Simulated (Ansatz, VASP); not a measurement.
Two plane-wave programs on BN

INCAR

```
SYSTEM = BN
PREC     = Accurate       ! precision mode
ENCUT    = 600            ! plane-wave cutoff, eV
EDIFF    = 1E-6           ! SCF threshold, eV
ISMEAR   = 0              ! smearing method
SIGMA    = 0.05           ! smearing width, eV
LREAL    = .FALSE.        ! projectors in reciprocal space
LASPH    = .TRUE.         ! aspherical terms in the spheres
NELM     = 120            ! most SCF steps
ALGO     = Normal         ! electronic algorithm
ISIF     = 2              ! what is computed and relaxed
LWAVE    = .FALSE.        ! write WAVECAR
LCHARG   = .FALSE.        ! write CHGCAR
GGA      = PE             ! functional
NBANDS   = 11             ! bands
GGA_COMPAT= .FALSE.
```

File KPOINTS:

```
Automatic mesh
0
G
  12 12 12
  0 0 0
```

File POSCAR:

```
BN
1.0
    0.0000000000      1.8591463304      1.8591463304
    1.8591463304      0.0000000000      1.8591463304
    1.8591463304      1.8591463304      0.0000000000
B N
1 1
Direct
    0.0000000000      0.0000000000      0.0000000000
    0.7500000000      0.7500000000      0.7500000000
```

Input for Ansatz:

```yaml
crystal:
  lattice:
    - [0.0, 1.8591463304, 1.8591463304]
    - [1.8591463304, 0.0, 1.8591463304]
    - [1.8591463304, 1.8591463304, 0.0]
  atoms:
    - { symbol: B, position: [0.0, 0.0, 0.0] }
    - { symbol: "N", position: [0.75, 0.75, 0.75] }
basis:
  ecutwfc: 520.0
kpoints:
  mp_grid: { grid: [12, 12, 12] }
hamiltonian:
  xc: pbe
  pseudopotentials: { kind: paw, azcp: { folder: soft_1 } }
scf:
  occupations: { method: gaussian, width: 0.05 }
output:
  forces: true
  stress: true
  eigenvalues: true
```

Alike in both runs: task single point; functional PBE; k mesh 12 × 12 × 12; occupations gaussian, width 0.05 eV; no spin polarisation.

```csv
,VASP,Ansatz
version,VASP 6.6.1,Ansatz 0.2.0
potentials or method,"VASP PAW PBE potentials, release 64 (B, N), cutoff 600 eV","scalar-relativistic, plane waves, PAW"
valence electrons in the cell,8,8
```

```tsv
	VASP	Ansatz	Ansatz less VASP
gap on the k mesh at the Fermi level (eV)	4.36	4.37	+0.005
least direct gap on the mesh (eV)	8.42	8.42	+0.004
pressure (GPa)	-24.9	-24.8	+0.11
```
